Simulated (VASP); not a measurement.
Pt, 2 atoms in the cell. The structure is hexagonal, space group P6_3/mmc (No. 194). The conventional cell has a = 2.624 Å, b = 2.624 Å, c = 4.532 Å, α = 90.00°, β = 90.00°, γ = 120.00°. Pt (site symmetry -6m2) has 12 Pt at 2.62 to 2.73 Å within 3.5 Å. 

| Item | Value |
| --- | --- |
| Program | VASP 6.6.1 |
| Task | single point |
| Functional | LDA |
| Potentials or basis | VASP PAW LDA potentials, release 64 (Pt) |
| Cutoff | 520 eV |
| k mesh | 21 × 21 × 10 |
| Occupations | gaussian, width 0.15 eV |
| Spin | collinear spin, ferromagnetic start |
| Starting moments | [0.5, 0.5] μB |
| Fixed moment | 1 μB |
| Dipole correction | no |
| Further INCAR settings | ALGO = Normal; EDIFF = 1e-06; NBANDS = 21 |

Potentials or basis: VASP PAW LDA potentials, release 64 (Pt).

The run is started by

```bash
$ cat potpaw_LDA.64/Pt/POTCAR > POTCAR
$ mpirun -np 1 vasp_std > vasp.out
```

Hardware: 1 thread of Oxide Virtual Turin-like Processor, on a shared host.

Problem. Estimate the wall time of this run.

Solution. Wall time 6.3 min on 1 thread of Oxide Virtual Turin-like Processor, on a shared host, peak memory 0.28 GiB. Counts: scf iterations 13, k points 288.
